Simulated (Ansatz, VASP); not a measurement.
# Two plane-wave programs on Sb

```
Sb
1.0
    -3.08107    3.08250    1.64442
     3.08250   -3.08107    1.64442
     3.09955    3.09955   -1.64180
Sb
2
Direct
  0.99999 0.00001 0.00000
  0.75001 0.24999 0.50000
```

Alike in both runs: task single point; functional RPBE; k mesh 12 × 12 × 8; occupations fermi-dirac, width 0.1 eV; no spin polarisation.

|  | VASP | Ansatz |
| --- | --- | --- |
| version | VASP 6.6.1 | Ansatz 0.2.0 |
| potentials or method | VASP PAW PBE potentials, release 64 (Sb), cutoff 520 eV | plane waves (420 eV) with PAW, scalar-relativistic |
| valence electrons in the cell | 10 | 30 |

```csv
,VASP,Ansatz,Ansatz less VASP
pressure (GPa),-1.9,-1.8,+0.11
"traceless stress, the component that is largest in VASP (GPa)",0.15,0.16,+0.009
```

VASP's potentials were made for PBE, not for RPBE. The functional is the same, so the differences come from potentials, cutoffs and numerics. VASP's potentials hold 10 valence electrons a cell and Ansatz's 30, so a difference there can come from the potentials and not from the codes.

Spin-orbit coupling is off throughout.
